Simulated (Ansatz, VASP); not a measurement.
## CsPbCl3 in VASP and in Ansatz

```
Cs Pb Cl
1.0
     5.79206    0.00000    0.00000
     0.00000    5.79206    0.00000
     0.00000    0.00000    5.79206
Cs Pb Cl
1 1 3
Direct
  0.00000 0.00000 0.00000
  0.50000 0.50000 0.50000
  0.50000 0.50000 0.00000
  0.00000 0.50000 0.50000
  0.50000 0.00000 0.50000
```

Alike in both runs: task single point; functional PBE; k mesh 6 × 6 × 6; occupations gaussian, width 0.02 eV; no spin polarisation.

```csv
,VASP,Ansatz
version,VASP 6.6.1,Ansatz 0.2.0
potentials or method,"VASP PAW PBE potentials, release 64 (Cs_sv, Pb_d, Cl), cutoff 500 eV","scalar-relativistic, plane waves, PAW"
valence electrons in the cell,44,44
```

|  | VASP | Ansatz | Ansatz less VASP |
| --- | --- | --- | --- |
| gap on the k mesh at the Fermi level (eV) | 2.32 | 2.31 | -0.007 |
| least direct gap on the mesh (eV) | 2.32 | 2.31 | -0.007 |
| pressure (GPa) | -0.7 | -0.6 | +0.05 |

Spin-orbit coupling is off throughout.
